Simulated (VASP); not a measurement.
The system is HfO2.

```xyz
3
Lattice="0.0000 2.5575 2.5575 2.5575 0.0000 2.5575 2.5575 2.5575 0.0000" Properties=species:S:1:pos:R:3 pbc="T T T"
Hf    0.0000    0.0000    0.0000
O     3.8363    3.8363    3.8363
O     1.2788    1.2788    1.2788
```

| Property | Result |
| --- | --- |
| Program | VASP 6.6.1 |
| Task | relaxation of cell and atoms |
| Functional | revPBE |
| Dispersion | D3(BJ) |
| Potentials or basis | VASP PAW PBE potentials, release 64 (Hf_pv, O) |
| Cutoff | 600 eV |
| k mesh | 9 × 9 × 9 |
| Occupations | fermi-dirac, width 0.05 eV |
| Spin | no spin polarisation |

At the start: pressure -9.5 GPa; volume 11.15 Å³/atom.

How do energy, volume and symmetry change on relaxing?

Over 3 steps the energy falls by 13.5 meV/atom and the volume is 10.72 Å³/atom (-3.9 %); space group Fm-3m (No. 225, to 0.05 Å).

Step by step:
```tsv
step	energy change (eV)	largest force (eV/Å)	pressure (GPa)	volume (Å³)
1	0.0000	0.0000	-9.48	33.46
2	0.0466	0.0000	16.56	30.36
3	-0.0405	0.0000	-0.06	32.16
```

Final structure:
```
Hf O
1.0
     0.00000    2.52391    2.52391
     2.52391    0.00000    2.52391
     2.52391    2.52391    0.00000
Hf O
1 2
Direct
  0.00000 0.00000 0.00000
  0.75000 0.75000 0.75000
  0.25000 0.25000 0.25000
```

Caveat: the PAW data sets were made with another functional, which shifts forces and pressure a little.
